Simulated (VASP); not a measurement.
# Nd2CdC2 (P4/nmm) in VASP: relaxation of cell and atoms with PBE

Aim: the relaxation of cell and atoms of Nd2CdC2 with PBE.

Program: VASP 6.6.1. These are calculated values, not measurements. Logs are shortened: lines on timing, memory, paths and dates and some standing lists are left out, and cuts for length are marked.

## (1) The cell of the first run

Symmetry: P4/nmm, No. 129, tetragonal system. The conventional cell has a = 5.248 Å, b = 5.248 Å, c = 7.418 Å, α = 90.00°, β = 90.00°, γ = 90.00°. Within 3.6 Å of Nd (site symmetry 4mm) lie 4 C at 2.76 Å and 4 Cd at 3.33 Å and 1 Nd at 3.34 Å. Nd (site symmetry 4mm) has 4 C at 2.26 Å and 4 Cd at 2.93 Å within 3.0 Å. Cd (site symmetry -4m2) has 4 C at 1.86 Å within 2.5 Å. C (site symmetry 2/m) has 2 Cd at 1.86 Å and 2 Nd at 2.26 Å within 2.5 Å.

The cell was generated, and may not be a known phase.

## (2) Relaxation of cell and atoms, PBE

INCAR reads:

```
PREC = Accurate
ENCUT = 600
EDIFF = 1E-7
ISMEAR = 0
SIGMA = 0.2
LREAL = F
LASPH = T
NELM = 200
ALGO = Normal
ISIF = 3
LWAVE = F
LCHARG = F
GGA = PE
IBRION = 2
NSW = 36
EDIFFG = -0.08
GGA_COMPAT = F
NELMIN = 4
LMAXMIX = 6
```

KPOINTS reads:

```
regular mesh
0
Gamma
  3 3 2
```

POSCAR reads:

```
Nd2CdC2
1.0
    5.2482182200      0.0000000000      0.0000000000
    0.0000000000      5.2482182200      0.0000000000
    0.0000000000      0.0000000000      7.4180396500
Nd Cd C
4 2 4
Direct
    0.5000000000      0.0000000000      0.7757203900
    0.0000000000      0.5000000000      0.2242796100
    0.5000000000      0.0000000000      0.3253603200
    0.0000000000      0.5000000000      0.6746396800
    0.0000000000      0.0000000000      0.5000000000
    0.5000000000      0.5000000000      0.5000000000
    0.2500000000      0.7500000000      0.5000000000
    0.7500000000      0.2500000000      0.5000000000
    0.7500000000      0.7500000000      0.5000000000
    0.2500000000      0.2500000000      0.5000000000
```

Potentials or basis: VASP PAW PBE potentials, release 64 (Nd_3, Cd, C), 4f in core.

Command:

```sh
> cat potpaw_PBE.64/Nd_3/POTCAR potpaw_PBE.64/Cd/POTCAR potpaw_PBE.64/C/POTCAR > POTCAR
> mpirun -np 1 vasp_std > vasp.out
```

OUTCAR:

```text
PREC = Accurate
   ENCUT = 600
   EDIFF = 1E-7
   ISMEAR = 0
   LREAL = F
   LASPH = T
   NELM = 200
   ISIF = 3
   GGA = PE
   IBRION = 2
   NSW = 36
   EDIFFG = -0.08
   NELMIN = 4

 ion  position               nearest neighbor table
   1  0.500  0.000  0.776-   7 2.76   8 2.76   9 2.76  10 2.76   5 3.33   6 3.33   6 3.33   5 3.33
                             3 3.34   4 3.79   4 3.79   4 3.79   4 3.79
   2  0.000  0.500  0.224-   7 2.76   8 2.76   9 2.76  10 2.76   5 3.33   6 3.33   5 3.33   6 3.33
                             4 3.34   3 3.79   3 3.79   3 3.79   3 3.79
   3  0.500  0.000  0.325-   7 2.26   8 2.26   9 2.26  10 2.26   5 2.93   6 2.93   6 2.93   5 2.93
                             1 3.34   2 3.79   2 3.79   2 3.79   2 3.79
   4  0.000  0.500  0.675-   7 2.26   8 2.26   9 2.26  10 2.26   5 2.93   6 2.93   5 2.93   6 2.93
                             2 3.34   1 3.79   1 3.79   1 3.79   1 3.79
   5  0.000  0.000  0.500-   7 1.86   8 1.86   9 1.86  10 1.86   3 2.93   4 2.93   4 2.93   3 2.93
                             2 3.33   2 3.33   1 3.33   1 3.33   6 3.71   6 3.71   6 3.71   6 3.71
   6  0.500  0.500  0.500-   7 1.86   8 1.86   9 1.86  10 1.86   3 2.93   4 2.93   3 2.93   4 2.93
                             2 3.33   2 3.33   1 3.33   1 3.33   5 3.71   5 3.71   5 3.71   5 3.71
   7  0.250  0.750  0.500-   5 1.86   6 1.86   3 2.26   4 2.26   2 2.76   1 2.76
   8  0.750  0.250  0.500-   5 1.86   6 1.86   3 2.26   4 2.26   2 2.76   1 2.76
   9  0.750  0.750  0.500-   5 1.86   6 1.86   3 2.26   4 2.26   2 2.76   1 2.76
  10  0.250  0.250  0.500-   5 1.86   6 1.86   3 2.26   4 2.26   2 2.76   1 2.76

  LATTYP: Found a simple tetragonal cell.
 ALAT       =     5.2482182200
 C/A-ratio  =     1.4134396359

  Lattice vectors:

 A1 = (   5.2482182200,   0.0000000000,   0.0000000000)
 A2 = (   0.0000000000,   5.2482182200,   0.0000000000)
 A3 = (   0.0000000000,   0.0000000000,   7.4180396500)

Analysis of symmetry for initial positions (statically):
=====================================================================
 Subroutine PRICEL returns:
 Original cell was already a primitive cell.

 Routine SETGRP: Setting up the symmetry group for a
 simple tetragonal supercell.

 Subroutine GETGRP returns: Found 16 space group operations
 (whereof  8 operations were pure point group operations)
 out of a pool of 16 trial point group operations.

The static configuration has the point symmetry D_2d.
 The point group associated with its full space group is D_4h.

Analysis of symmetry for dynamics (positions and initial velocities):
=====================================================================
 Subroutine PRICEL returns:
 Original cell was already a primitive cell.

 Routine SETGRP: Setting up the symmetry group for a
 simple tetragonal supercell.

 Subroutine GETGRP returns: Found 16 space group operations
 (whereof  8 operations were pure point group operations)
 out of a pool of 16 trial point group operations.

[... 101 lines left out ...]
   NSW    =     36    number of steps for IOM
   IBRION =      2    ionic relax: 0-MD 1-quasi-New 2-CG
   NFREE  =      1    steps in history (QN), initial steepest desc. (CG)
   ISIF   =      3    stress and relaxation
   ISYM   =      2    0-nonsym 1-usesym 2-fastsym
   POTIM  = 0.5000    time-step for ionic-motion
   TEBEG  =    0.0;   TEEND  =   0.0 temperature during run
   PSTRESS=    0.0 pullay stress
   NELECT =      84.0000    total number of electrons
   NUPDOWN=      -1.0000    fix difference up-down
   EMIN   =  10.00;   EMAX   =-10.00  energy-range for DOS
   EFERMI =   0.00;   METHOD = LEGACY
   ISMEAR =     0;   SIGMA  =   0.20  broadening in eV -4-tet -1-fermi 0-gaus
   EFERMI_NEDOS =   21; number of points for ismear=-14 and -15
   IALGO  =     38    algorithm
   IMIX   =      4    mixing-type and parameters
     AMIX     =   0.40;   BMIX     =  1.00
     AMIX_MAG =   1.60;   BMIX_MAG =  1.00
  volume/ion in A,a.u.               =      20.43       137.88
  Fermi-wavevector in a.u.,A,eV,Ry     =   1.217298  2.300360 20.161313  1.481815
  Thomas-Fermi vector in A             =   2.352623
   LORBIT       =      0    0 simple, 1 ext, 2 COOP (PROOUT), +10 PAW based schemes
   GGA     = PE    functional components
   LHFCALC =     F    Hartree Fock is set to
   AEXX    =    0.0000 exact exchange contribution
   IVDW    =     0    specifies the selected vdW correction
   LEPSILON=     F    determine dielectric tensor
   LRPA    =     F    only Hartree local field effects (RPA)
 conjugate gradient relaxation of ions
 non-spin polarized calculation
 Gauss-broadening in eV      SIGMA  =   0.20
  energy-cutoff  :      600.00
  volume of cell :      204.32
 maximum number of plane-waves:      6857
 NGX is ok and might be reduce to    42
   NGX = 21   NGY = 21   NGZ = 29

--------------------------------------- Ionic step        1  -------------------------------------------

 number of electron      84.0000024 magnetization

 Free energy of the ion-electron system (eV)
  ---------------------------------------------------
  ext. energy  EPLUGINS =         0.00000000
  ---------------------------------------------------
  free energy    TOTEN  =       -38.13995851 eV

  energy without entropy =      -38.00680991  energy(sigma->0) =      -38.07338421

 E-fermi :   3.8405     XC(G=0):  -9.9984

 val. band max:        3.8149116228   @ k =   0.3333   0.0000   0.0000
 cond. band min:       3.8908596539   @ k =   0.3333   0.3333   0.0000
 fundamental gap:      0.0759480311
 Fermi energy:         3.8405473566

 k-point     1 :       0.0000    0.0000    0.0000
  band No.  band energies     occupation
      1     -34.5756      2.00000
      2     -34.5720      2.00000
      3     -32.4419      2.00000
      4     -32.4311      2.00000
      5     -16.0494      2.00000
      6     -15.8362      2.00000
[... 432 lines left out ...]
  FREE ENERGIE OF THE ION-ELECTRON SYSTEM (eV)
  ---------------------------------------------------
  free  energy   TOTEN  =       -47.7630669721 eV

  energy  without entropy=      -47.6123533044  energy(sigma->0) =      -47.68771014

[... ionic steps 4 to 15 ...]

--------------------------------------- Ionic step       16  -------------------------------------------

 number of electron      84.0000023 magnetization

------------------------ aborting loop because EDIFF is reached ----------------------------------------
[... 83 lines left out ...]
--------------------------------------- Ionic step       18  -------------------------------------------

 number of electron      84.0000037 magnetization

 Free energy of the ion-electron system (eV)
  ---------------------------------------------------
  ext. energy  EPLUGINS =         0.00000000
  ---------------------------------------------------
  free energy    TOTEN  =       -49.76334459 eV

  energy without entropy =      -49.61419698  energy(sigma->0) =      -49.68877079

 E-fermi :   2.4727     XC(G=0):  -8.9628

 val. band max:        2.4321276110   @ k =   0.3333   0.0000   0.0000
 cond. band min:       2.5204085559   @ k =   0.0000   0.0000   0.0000
 fundamental gap:      0.0882809449
 Fermi energy:         2.4727434459

 k-point     1 :       0.0000    0.0000    0.0000
  band No.  band energies     occupation
      1     -35.4435      2.00000
      2     -35.4345      2.00000
      3     -35.0901      2.00000
      4     -35.0826      2.00000
      5     -17.8569      2.00000
      6     -17.7969      2.00000
[... 344 lines left out ...]
  FREE ENERGIE OF THE ION-ELECTRON SYSTEM (eV)
  ---------------------------------------------------
  free  energy   TOTEN  =       -49.7633445880 eV

  energy  without entropy=      -49.6141969821  energy(sigma->0) =      -49.68877079

 reached required accuracy - stopping structural energy minimisation
```

Run time: 20 min. Hardware: 1 thread of Intel Xeon Platinum 8488C (Sapphire Rapids), shared host; peak memory 0.37 GiB.

What came out:

- Free energy: -49.7633 eV
- Relaxed volume: 25.70 Å³/atom
- Relaxed cell: a = 6.278 Å, b = 6.278 Å, c = 6.520 Å, α = 90.00°, β = 90.00°, γ = 90.00°
- Space group after relaxing (to 0.1 Å): P4/mmm (No. 123)
- Energy gained by relaxing: 1162.3 meV/atom
- Ionic steps: 18
- Pressure after relaxing: 0.1 GPa
- Largest force after relaxing: 0.064 eV/Å
- Band gap on the k mesh: zero (bands 42 and 43 overlap by 0.73 eV)

Forces on the atoms (eV/Å):
```
Nd   0.000  0.000 -0.064
Nd   0.000  0.000  0.064
Nd   0.000  0.000 -0.011
Nd   0.000  0.000  0.011
Cd   0.000  0.000  0.000
Cd   0.000  0.000  0.000
C    0.000  0.000  0.000
C    0.000  0.000  0.000
C    0.000  0.000  0.000
C    0.000  0.000  0.000
```

The path:
```
step  energy change (eV)  largest force (eV/Å)  pressure (GPa)  volume (Å³)
   1              0.0000                7.3964           41.06       204.32
   2             -2.3038                3.1829          -11.51       394.16
   3             -9.6231                2.7300           -3.49       280.18
   4             -9.6537                2.6966           -2.70       276.75
   5             -9.6607                2.6731           -2.13       274.46
   6            -10.7836                1.9221           -1.09       266.76
   7            -11.2792                1.2015            1.44       256.63
   8            -11.2696                2.0428            2.77       252.62
   9            -11.3015                1.3512            1.87       255.19
  10            -11.3008                1.6629            2.34       253.77
  11            -11.3052                1.5007            2.13       254.41
  12            -11.4421                0.7063           -1.80       265.99
  13            -11.4668                0.8869           -0.79       262.64
  14            -11.5810                0.4305           -0.72       260.33
  15            -11.6071                0.4221           -0.63       258.58
  16            -11.6088                0.1789            1.14       253.55
  17            -11.6189                0.1511            0.27       255.94
  18            -11.6234                0.0639            0.15       256.99
```

Final structure:
```
Nd Cd C
1.0
     6.27840    0.00000    0.00000
     0.00000    6.27840    0.00000
     0.00000    0.00000    6.51964
Nd Cd C
4 2 4
Direct
  0.50000 0.00000 0.71665
  0.00000 0.50000 0.28335
  0.50000 0.00000 0.28524
  0.00000 0.50000 0.71476
  0.00000 0.00000 0.50000
  0.50000 0.50000 0.50000
  0.25000 0.75000 0.50000
  0.75000 0.25000 0.50000
  0.75000 0.75000 0.50000
  0.25000 0.25000 0.50000
```

Caveat: the k points lie up to 0.48 Å⁻¹ apart in the final cell, too coarse for converged energies and pressures of a metal; the volume moved by over 15 % at a fixed basis, so the end points are rough; spin-orbit coupling is left out, which moves the levels of the heavy elements; the 4f electrons are frozen in the core, so they carry no moment and show no levels; the relaxation stopped at a loose force limit of 0.08 eV/Å, so its end isn't a converged minimum.

The gap in the log of VASP goes by the Fermi energy; the results here count the filled bands.